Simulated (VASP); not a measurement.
# ZnO (P6_3mc) in VASP: further runs

The runs below take ZnO through single point, with r2SCAN, PBE.

Program: VASP 6.6.1. These are calculated values, not measurements. Logs are shortened: lines on timing, memory, paths and dates and some standing lists are left out, and cuts for length are marked.

## (1) The cell of the first run

It takes space group P6_3mc (No. 186, hexagonal). Conventional cell: a = 3.267 Å, b = 3.267 Å, c = 5.263 Å, α = 90.00°, β = 90.00°, γ = 120.00°. Within 2.6 Å of Zn (site symmetry 3m) lie 4 O at 1.99 to 2.00 Å. Within 2.6 Å of O (site symmetry 3m) lie 4 Zn at 1.99 to 2.00 Å.

## (2) Single point, r2SCAN (volume changed by +3%)

Input file POSCAR:

```
ZnO
1.0
    3.2673760226      0.0000000000      0.0000000000
   -1.6336880113      2.8296306393      0.0000000000
    0.0000000000      0.0000000000      5.2625487607
Zn O
2 2
Direct
    0.3333333333      0.6666666667     -0.0023477534
    0.6666666667      0.3333333333      0.4976522466
    0.3333333333      0.6666666667      0.3773477534
    0.6666666667      0.3333333333      0.8773477534
```

Input file INCAR.step1:

```
  ALGO = Normal
  EDIFF = 1E-4
  ENCUT = 520
  GGA = PE
  ISMEAR = 0
  LASPH = T
  LCHARG = F
  LREAL = F
  LWAVE = T
  NBANDS = 26
  NELM = 60
  PREC = Accurate
  SIGMA = 0.01
```

Input file INCAR.step2:

```
  ALGO = Normal
  EDIFF = 1E-6
  ENCUT = 520
  ISIF = 2
  ISMEAR = 0
  ISTART = 1
  LASPH = T
  LCHARG = T
  LELF = T
  LMIXTAU = T
  LREAL = F
  LVHAR = T
  LWAVE = F
  METAGGA = R2SCAN
  NBANDS = 26
  NELM = 60
  PREC = Accurate
  SIGMA = 0.01
```

Input file KPOINTS:

```
k-points
0
Gamma
  9 9 4
```

Potentials or basis: VASP PAW PBE potentials, release 64 (Zn, O).

Command:

```sh
$ cat potpaw_PBE.64/Zn/POTCAR potpaw_PBE.64/O/POTCAR > POTCAR
$ cp INCAR.step1 INCAR
$ mpirun -np 1 vasp_std > vasp.out
$ cp INCAR.step2 INCAR
$ mpirun -np 1 vasp_std > vasp.out
```

OUTCAR:

```text
EDIFF = 1E-6
   ENCUT = 520
   ISIF = 2
   ISMEAR = 0
   ISTART = 1
   LASPH = T
   LREAL = F
   METAGGA = R2SCAN
   NELM = 60
   PREC = Accurate

 ion  position               nearest neighbor table
   1  0.333  0.667  0.998-   4 1.99   4 1.99   4 1.99   3 2.00
   2  0.667  0.333  0.498-   3 1.99   3 1.99   3 1.99   4 2.00
   3  0.333  0.667  0.377-   2 1.99   2 1.99   2 1.99   1 2.00
   4  0.667  0.333  0.877-   1 1.99   1 1.99   1 1.99   2 2.00

  LATTYP: Found a hexagonal cell.
 ALAT       =     3.2673760226
 C/A-ratio  =     1.6106345656

  Lattice vectors:

 A1 = (   3.2673760226,   0.0000000000,   0.0000000000)
 A2 = (  -1.6336880113,   2.8296306393,   0.0000000000)
 A3 = (   0.0000000000,   0.0000000000,   5.2625487607)

Analysis of symmetry for initial positions (statically):
=====================================================================
 Subroutine PRICEL returns:
 Original cell was already a primitive cell.

 Routine SETGRP: Setting up the symmetry group for a
 hexagonal supercell.

 Subroutine GETGRP returns: Found 12 space group operations
 (whereof  6 operations were pure point group operations)
 out of a pool of 24 trial point group operations.

The static configuration has the point symmetry C_3v.
 The point group associated with its full space group is C_6v.

Analysis of symmetry for dynamics (positions and initial velocities):
=====================================================================
 Subroutine PRICEL returns:
 Original cell was already a primitive cell.

 Routine SETGRP: Setting up the symmetry group for a
 hexagonal supercell.

 Subroutine GETGRP returns: Found 12 space group operations
 (whereof  6 operations were pure point group operations)
 out of a pool of 24 trial point group operations.

The dynamic configuration has the point symmetry C_3v.
 The point group associated with its full space group is C_6v.

 Subroutine INISYM returns: Found 12 space group operations
 (whereof  6 operations are pure point group operations),
 and found     1 'primitive' translations

----------------------------------------------------------------------------------------

                                     Primitive cell

  volume of cell :      48.6547

  direct lattice vectors                    reciprocal lattice vectors
     3.267376023  0.000000000  0.000000000     0.306055989  0.176701508  0.000000000
    -1.633688011  2.829630639  0.000000000     0.000000000  0.353403015  0.000000000
     0.000000000  0.000000000  5.262548761     0.000000000  0.000000000  0.190021992

  length of vectors
     3.267376023  3.267376023  5.262548761     0.353403015  0.353403015  0.190021992

  position of ions in fractional coordinates (direct lattice)
     0.333333333  0.666666667  0.997652247
     0.666666667  0.333333333  0.497652247
     0.333333333  0.666666667  0.377347753
     0.666666667  0.333333333  0.877347753

  ion indices of the primitive-cell ions
   primitive index   ion index
                 1           1
                 2           2
                 3           3
                 4           4

----------------------------------------------------------------------------------------

 KPOINTS: k-points

Automatic generation of k-mesh.
 Grid dimensions read from file:
 generate k-points for:    9    9    4

 Generating k-lattice:

  Cartesian coordinates                     Fractional coordinates (reciprocal lattice)
     0.034006221  0.019633501  0.000000000     0.111111111  0.000000000  0.000000000
     0.000000000  0.039267002  0.000000000     0.000000000  0.111111111  0.000000000
     0.000000000  0.000000000  0.047505498     0.000000000  0.000000000  0.250000000

  Length of vectors
     0.039267002  0.039267002  0.047505498

  Shift w.r.t. Gamma in fractional coordinates (k-lattice)
     0.000000000  0.000000000  0.000000000

 Subroutine IBZKPT returns following result:
 ===========================================

 Found     36 irreducible k-points:

 Following reciprocal coordinates:
            Coordinates               Weight
  0.000000  0.000000  0.000000      1.000000
  0.111111  0.000000  0.000000      6.000000
  0.222222  0.000000  0.000000      6.000000
  0.333333 -0.000000  0.000000      6.000000
  0.444444  0.000000  0.000000      6.000000
  0.111111  0.111111  0.000000      6.000000
[... 16 lines left out ...]
  0.333333  0.222222  0.250000     24.000000
  0.333333  0.333333  0.250000      4.000000
 [... further k-points ...]
   k-points           NKPTS =     36   k-points in BZ     NKDIM =     36   number of bands    NBANDS=     26
   number of dos      NEDOS =    301   number of ions     NIONS =      4
   total plane-waves  NPLWV =  23040
   dimension x,y,z NGX =    24 NGY =   24 NGZ =   40
   dimension x,y,z NGXF=    48 NGYF=   48 NGZF=   80
   ions per type =               2   2
   NGX,Y,Z   is equivalent  to a cutoff of  12.21, 12.21, 12.64 a.u.
   NGXF,Y,Z  is equivalent  to a cutoff of  24.42, 24.42, 25.27 a.u.
 SYSTEM =  unknown system
   PREC   = accura    normal or accurate (medium, high low for compatibility)
   ISTART =      1    job   : 0-new  1-cont  2-samecut
   ICHARG =      0    charge: 1-file 2-atom 10-const
   ISPIN  =      1    spin polarized calculation?
   LNONCOLLINEAR =      F non collinear calculations
   LSORBIT =      F    spin-orbit coupling
   LASPH  =      T    aspherical Exc in radial PAW
   ENCUT  =  520.0 eV  38.22 Ry    6.18 a.u.   6.08  6.08  9.78*2*pi/ulx,y,z
   NELM   =     60;   NELMIN=  2; NELMDL=  0     # of ELM steps
   EDIFF  = 0.1E-05   stopping-criterion for ELM
   LREAL  =      F    real-space projection
   EDIFFG = 0.1E-04   stopping-criterion for IOM
   NSW    =      0    number of steps for IOM
   IBRION =     -1    ionic relax: 0-MD 1-quasi-New 2-CG
   NFREE  =      0    steps in history (QN), initial steepest desc. (CG)
   ISIF   =      2    stress and relaxation
   ISYM   =      2    0-nonsym 1-usesym 2-fastsym
   POTIM  = 0.5000    time-step for ionic-motion
   TEBEG  =    0.0;   TEEND  =   0.0 temperature during run
   PSTRESS=    0.0 pullay stress
   NELECT =      36.0000    total number of electrons
   NUPDOWN=      -1.0000    fix difference up-down
   EMIN   =  10.00;   EMAX   =-10.00  energy-range for DOS
   EFERMI =   0.00;   METHOD = LEGACY
   ISMEAR =     0;   SIGMA  =   0.01  broadening in eV -4-tet -1-fermi 0-gaus
   EFERMI_NEDOS =   21; number of points for ismear=-14 and -15
   IALGO  =     38    algorithm
   IMIX   =      4    mixing-type and parameters
     AMIX     =   0.40;   BMIX     =  1.00
     AMIX_MAG =   1.60;   BMIX_MAG =  1.00
  volume/ion in A,a.u.               =      12.16        82.08
  Fermi-wavevector in a.u.,A,eV,Ry     =   1.480701  2.798119 29.830434  2.192475
  Thomas-Fermi vector in A             =   2.594702
   LORBIT       =      0    0 simple, 1 ext, 2 COOP (PROOUT), +10 PAW based schemes
   METAGGA = R2SCAN    functional components
   LHFCALC =     F    Hartree Fock is set to
   AEXX    =    0.0000 exact exchange contribution
   IVDW    =     0    specifies the selected vdW correction
   LEPSILON=     F    determine dielectric tensor
   LRPA    =     F    only Hartree local field effects (RPA)
 non-spin polarized calculation
 Gauss-broadening in eV      SIGMA  =   0.01
  energy-cutoff  :      520.00
  volume of cell :       48.65
 maximum number of plane-waves:      1332
   NGX = 13   NGY = 13   NGZ = 19

 number of electron      36.0000036 magnetization

 Free energy of the ion-electron system (eV)
  ---------------------------------------------------
  ext. energy  EPLUGINS =         0.00000000
  ---------------------------------------------------
  free energy    TOTEN  =       -36.30742013 eV

  energy without entropy =      -36.30742013  energy(sigma->0) =      -36.30742013

 E-fermi :   0.7697     XC(G=0): -11.5345

 val. band max:        0.6505953276   @ k =   0.0000   0.0000   0.0000
 cond. band min:       1.8388267743   @ k =   0.0000   0.0000   0.0000
 fundamental gap:      1.1882314467
 Fermi energy:         0.7696570334

 k-point     1 :       0.0000    0.0000    0.0000
  band No.  band energies     occupation
      1     -18.2529      2.00000
      2     -17.5994      2.00000
      3      -5.0623      2.00000
      4      -5.0623      2.00000
      5      -5.0107      2.00000
      6      -4.8683      2.00000
[... 18 lines left out ...]
     25      15.5607      0.00000
     26      15.5608      0.00000

 k-point     2 :       0.1111    0.0000    0.0000
  band No.  band energies     occupation
      1     -18.1913      2.00000
      2     -17.5722      2.00000
      3      -5.1268      2.00000
      4      -5.0231      2.00000
      5      -4.9707      2.00000
      6      -4.8763      2.00000
[... 18 lines left out ...]
     25      15.5579      0.00000
     26      15.7048      0.00000

 k-point     3 :       0.2222    0.0000    0.0000
  band No.  band energies     occupation
      1     -18.0275      2.00000
      2     -17.5074      2.00000
      3      -5.2504      2.00000
      4      -4.9485      2.00000
      5      -4.9302      2.00000
      6      -4.8102      2.00000
[... 18 lines left out ...]
     25      14.7390      0.00000
     26      15.6399      0.00000

 k-point     4 :       0.3333   -0.0000    0.0000
  band No.  band energies     occupation
      1     -17.8204      2.00000
      2     -17.4469      2.00000
      3      -5.3096      2.00000
      4      -4.9741      2.00000
      5      -4.8426      2.00000
      6      -4.6332      2.00000
[... 18 lines left out ...]
     25      14.7487      0.00000
     26      15.4722      0.00000

 k-point     5 :       0.4444    0.0000    0.0000
  band No.  band energies     occupation
      1     -17.6588      2.00000
      2     -17.4297      2.00000
      3      -5.2593      2.00000
      4      -4.9958      2.00000
      5      -4.7996      2.00000
      6      -4.4409      2.00000
[... 18 lines left out ...]
     25      14.5347      0.00000
     26      15.6224      0.00000

 k-point     6 :       0.1111    0.1111    0.0000
  band No.  band energies     occupation
      1     -18.0786      2.00000
      2     -17.5261      2.00000
      3      -5.1904      2.00000
      4      -5.0080      2.00000
      5      -4.9123      2.00000
      6      -4.8634      2.00000
[... 427 lines left out ...]
 k-point    21 :       0.4444    0.1111    0.2500
  band No.  band energies     occupation
      1     -17.5802      2.00000
      2     -17.4543      2.00000
      3      -5.2599      2.00000
      4      -5.0983      2.00000
      5      -4.7673      2.00000
      6      -4.4938      2.00000
[... 18 lines left out ...]
     25      14.3925      0.00000
     26      15.4052      0.00000

 k-point    22 :       0.2222    0.2222    0.2500
  band No.  band energies     occupation
      1     -17.6752      2.00000
      2     -17.4691      2.00000
      3      -5.1795      2.00000
      4      -5.1139      2.00000
      5      -4.7526      2.00000
      6      -4.7197      2.00000
[... 18 lines left out ...]
     25      13.5377      0.00000
     26      16.7470      0.00000

 k-point    23 :       0.3333    0.2222    0.2500
  band No.  band energies     occupation
      1     -17.5537      2.00000
      2     -17.4520      2.00000
      3      -5.1131      2.00000
      4      -4.9593      2.00000
      5      -4.7892      2.00000
      6      -4.5813      2.00000
[... 18 lines left out ...]
     25      14.3546      0.00000
     26      15.9077      0.00000

 k-point    24 :       0.3333    0.3333    0.2500
  band No.  band energies     occupation
      1     -17.4792      2.00000
      2     -17.4792      2.00000
      3      -5.0109      2.00000
      4      -4.8476      2.00000
      5      -4.8476      2.00000
      6      -4.5247      2.00000
[... 18 lines left out ...]
     25      14.9750      0.00000
     26      16.2759      0.00000

 [... further k-points ...]

------------------------ aborting loop because EDIFF is reached ----------------------------------------

  FORCE on cell =-STRESS in cart. coord.  units (eV):
  Direction    XX          YY          ZZ          XY          YZ          ZX
  --------------------------------------------------------------------------------------
  -------------------------------------------------------------------------------------
  Total       -1.0087018     -1.0087018     -0.9967504      0.0000000      0.0000000      0.0000000
  in kB      -33.2160797    -33.2160797    -32.8225261      0.0000000      0.0000000      0.0000000
  external PRESSURE =     -33.0848951 kB  Pullay stress =       0.0000000 kB

 VOLUME and BASIS-vectors are now :
 -----------------------------------------------------------------------------
  energy-cutoff  :      520.00
  volume of cell :       48.65
      direct lattice vectors                 reciprocal lattice vectors
     3.267376023  0.000000000  0.000000000     0.306055989  0.176701508  0.000000000
    -1.633688011  2.829630639  0.000000000     0.000000000  0.353403015  0.000000000
     0.000000000  0.000000000  5.262548761     0.000000000  0.000000000  0.190021992

 POSITION                                       TOTAL-FORCE (eV/Angst)
 -----------------------------------------------------------------------------------
     -0.00000      1.88642      5.25019         0.000000     -0.000000      0.006833
      1.63369      0.94321      2.61892        -0.000000      0.000000      0.006833
     -0.00000      1.88642      1.98581        -0.000000      0.000000     -0.006833
      1.63369      0.94321      4.61709        -0.000000      0.000000     -0.006833
 -----------------------------------------------------------------------------------
    total drift:                               -0.000000      0.000000      0.029212

  FREE ENERGIE OF THE ION-ELECTRON SYSTEM (eV)
  ---------------------------------------------------
  free  energy   TOTEN  =       -36.3074201310 eV

  energy  without entropy=      -36.3074201310  energy(sigma->0) =      -36.30742013
```

Wall time 2.8 min (1 thread of Intel Xeon Platinum 8259CL at 2.50GHz (Skylake/Cascade Lake), shared host); peak memory 0.19 GiB.

Results:

- Free energy: -36.3074 eV
- Pressure: -3.3 GPa
- Largest force: 0.007 eV/Å
- Band gap on the k mesh: 1.19 eV, direct

Forces in eV/Å, atoms in the order of the input:
```
Zn   0.000  0.000  0.007
Zn   0.000  0.000  0.007
O    0.000  0.000 -0.007
O    0.000  0.000 -0.007
```

Caveat: the PAW data sets were made with another functional, which shifts forces and pressure a little.

## (3) Single point, r2SCAN (volume changed by +6%)

Input file POSCAR:

```
ZnO
1.0
    3.2987950272      0.0000000000      0.0000000000
   -1.6493975136      2.8568402954      0.0000000000
    0.0000000000      0.0000000000      5.3131532955
Zn O
2 2
Direct
    0.3333333333      0.6666666667     -0.0023477534
    0.6666666667      0.3333333333      0.4976522466
    0.3333333333      0.6666666667      0.3773477534
    0.6666666667      0.3333333333      0.8773477534
```

Input file INCAR.step1:

```
  ALGO = Normal
  EDIFF = 1E-4
  ENCUT = 520
  GGA = PE
  ISMEAR = 0
  LASPH = True
  LCHARG = False
  LREAL = False
  LWAVE = True
  NBANDS = 26
  NELM = 80
  PREC = Accurate
  SIGMA = 0.01
```

Input file INCAR.step2:

```
  ALGO = Normal
  EDIFF = 1E-6
  ENCUT = 520
  ISIF = 2
  ISMEAR = 0
  ISTART = 1
  LASPH = True
  LCHARG = False
  LMIXTAU = True
  LREAL = False
  LWAVE = False
  METAGGA = R2SCAN
  NBANDS = 26
  NELM = 80
  PREC = Accurate
  SIGMA = 0.01
```

KPOINTS is that of step 2.

Potentials or basis: VASP PAW PBE potentials, release 64 (Zn, O).

Command:

```sh
$ cat potpaw_PBE.64/Zn/POTCAR potpaw_PBE.64/O/POTCAR > POTCAR
$ cp INCAR.step1 INCAR
$ mpirun -np 1 vasp_std > vasp.out
$ cp INCAR.step2 INCAR
$ mpirun -np 1 vasp_std > vasp.out
```

Run time: 4.5 min. Hardware: 1 thread of Intel Xeon Platinum 8259CL at 2.50GHz (Skylake/Cascade Lake), shared host; peak memory 0.2 GiB.

It converged, with:

```yaml
Free_energy: -36.2618 eV
Pressure: -6.9 GPa
Band_gap_on_the_k_mesh: 1.14 eV, direct
```

Stress tensor (GPa, compression positive):
```
-6.84  0.00  0.00
 0.00 -6.84  0.00
 0.00  0.00 -6.99
```

Levels at points of the mesh, in eV from the valence-band top:
```
           k point  band 14  band 15  band 16  band 17  band 18  band 19  band 20  band 21  band 22  band 23
(0.00, 0.00, 0.00)    -0.75    -0.75    -0.08     0.00     0.00     1.14     5.64     8.62    13.42    13.42
(0.00, 0.00, 0.50)    -2.20    -0.37    -0.37    -0.37    -0.37     3.79     3.79    10.57    10.57    13.71
```

Caveat: the PAW data sets were made with another functional, which shifts forces and pressure a little.

(Continued in part 2 of 2.)
